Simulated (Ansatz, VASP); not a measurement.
**HgTe: VASP beside Ansatz**

File INCAR:

```
SYSTEM = HgTe
PREC     = Accurate       ! precision mode
ENCUT    = 520            ! plane-wave cutoff, eV
EDIFF    = 1E-8           ! SCF threshold, eV
ISMEAR   = -1             ! smearing method
SIGMA    = 0.03           ! smearing width, eV
LREAL    = .FALSE.        ! projectors in reciprocal space
LASPH    = .TRUE.         ! aspherical terms in the spheres
NELM     = 100            ! most SCF steps
ALGO     = Normal         ! electronic algorithm
ISIF     = 2              ! what is computed and relaxed
LWAVE    = .FALSE.        ! write WAVECAR
LCHARG   = .FALSE.        ! write CHGCAR
LEFG     = .TRUE.       
NBANDS   = 16             ! bands
```

The input KPOINTS:

```
Automatic mesh
0
G
  11 11 11
  0 0 0
```

The input POSCAR:

```
HgTe
1.0
    0.0000000000      3.2235000000      3.1590300000
    3.2235000000      0.0000000000      3.1590300000
    3.2235000000      3.2235000000      0.0000000000
Hg Te
1 1
Direct
    0.0000000000      0.0000000000      0.0000000000
    0.7500000000      0.7500000000      0.7500000000
```

Input for Ansatz:

```yaml
crystal:
  lattice:
    - [0.0, 3.2235, 3.15903]
    - [3.2235, 0.0, 3.15903]
    - [3.2235, 3.2235, 0.0]
  atoms:
    - { symbol: Hg, position: [0.0, 0.0, 0.0] }
    - { symbol: Te, position: [0.75, 0.75, 0.75] }
kpoints:
  mp_grid: { grid: [11, 11, 11] }
scf:
  occupations: { method: fermi_dirac, width: 0.03 }
hamiltonian:
  xc: lda
  pseudopotentials: { kind: paw }
output:
  forces: true
  stress: true
  eigenvalues: true
  efg: { contact_densities: true }
```

Change from the starting cell: zz strain of -2 %, PAW files.

Alike in both runs: task electric field gradients; functional LDA; k mesh 11 × 11 × 11; occupations fermi-dirac, width 0.03 eV; no spin polarisation.

|  | VASP | Ansatz |
| --- | --- | --- |
| version | VASP 6.6.1 | Ansatz 0.2.0 |
| potentials or method | VASP PAW LDA potentials, release 64 (Hg, Te) | PAW with Ansatz's default frozen-core files, scalar-relativistic |
| plane-wave cutoff (eV) | 520 | 420 |
| valence electrons in the cell | 18 | 36 |

Ansatz gave:

- pressure (GPa): 0.7
- traceless stress, the component that is largest in VASP (GPa): 0.21
- size of Vzz on the site where it differs most (V/Å²): 10.9

What did VASP give for the same quantities?

Pressure (GPa): 1.0; traceless stress, the component that is largest in VASP (GPa): 0.21; size of Vzz on the site where it differs most (V/Å²): 13.3.

LDA's correlation is that of Perdew and Zunger in VASP and of Perdew and Wang (1992) in Ansatz. VASP's potentials hold 18 valence electrons a cell and Ansatz's 36, so a difference there can come from the potentials and not from the codes.

Neither program's run includes spin-orbit coupling.
